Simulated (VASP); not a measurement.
## SiO2: single point with PBE

The system is SiO2.

```
CELL_PARAMETERS angstrom
5.51329 0.00000 0.00000
-2.75664 4.77465 0.00000
0.00000 0.00000 6.03146
ATOMIC_POSITIONS crystal
Si 0.50000 0.00000 0.00000
Si 0.50000 0.50000 0.33333
Si 0.00000 0.50000 0.66667
O 0.41593 0.20796 0.16667
O 0.20796 0.41593 0.50000
O 0.79204 0.20796 0.83333
O 0.58407 0.79204 0.16667
O 0.79204 0.58407 0.50000
O 0.20796 0.79204 0.83333
```

This cell differs from its parent crystal: strain +0.080 along x and y, +0.080 along z.

```json
{
 "Program": "VASP 6.6.1",
 "Task": "single point",
 "Functional": "PBE",
 "Potentials or basis": "VASP PAW PBE potentials, release 64 (Si, O)",
 "Cutoff": "520 eV",
 "k mesh": "6 × 6 × 4",
 "Occupations": "gaussian, width 0.05 eV",
 "Spin": "no spin polarisation",
 "Dipole correction": "no",
 "Further INCAR settings": "ALGO = Normal; EDIFF = 1e-07; NBANDS = 34"
}
```

```yaml
Pressure: -24.7 GPa
Largest_force: 1.113 eV/Å
Band_gap_on_the_k_mesh: 3.34 eV, indirect (least direct gap 3.47 eV)
```

Forces on the atoms (eV/Å):
```
Si   0.000  0.000  0.000
Si   0.000  0.000  0.000
Si   0.000  0.000  0.000
O    0.964  0.556  0.000
O    0.000  1.113  0.000
O   -0.964  0.556  0.000
O   -0.964 -0.556  0.000
O    0.000 -1.113  0.000
O    0.964 -0.556  0.000
```

Stress tensor (GPa, compression positive):
```
-24.65   0.00   0.00
  0.00 -24.65   0.00
  0.00   0.00 -24.90
```

Levels at points of the mesh, in eV from the valence-band top:
```
           k point  band 21  band 22  band 23  band 24  band 25  band 26  band 27  band 28
(0.00, 0.00, 0.00)    -0.75    -0.30    -0.30    -0.13     3.34     7.31     7.31     7.62
(0.50, 0.00, 0.00)    -0.82    -0.70    -0.26     0.00     5.29     6.17     7.36     8.22
(0.00, 0.00, 0.50)    -0.80    -0.28     0.00     0.00     5.18     5.18     7.35     8.12
(0.50, 0.00, 0.50)    -0.65    -0.57    -0.55    -0.23     4.99     6.16     7.95     8.20
```

It took 100 s on 1 thread of Intel(R) Xeon(R) Platinum 8375C CPU @ 2.90GHz (Ice Lake), with other jobs on the host, peak memory 0.3 GiB.

Caveat: the cell differs from its parent crystal (strain +0.080 along x and y, +0.080 along z); forces of over 1 eV/Å act on the atoms, so gaps and moduli don't describe the material at rest. A k mesh can miss the band edges.
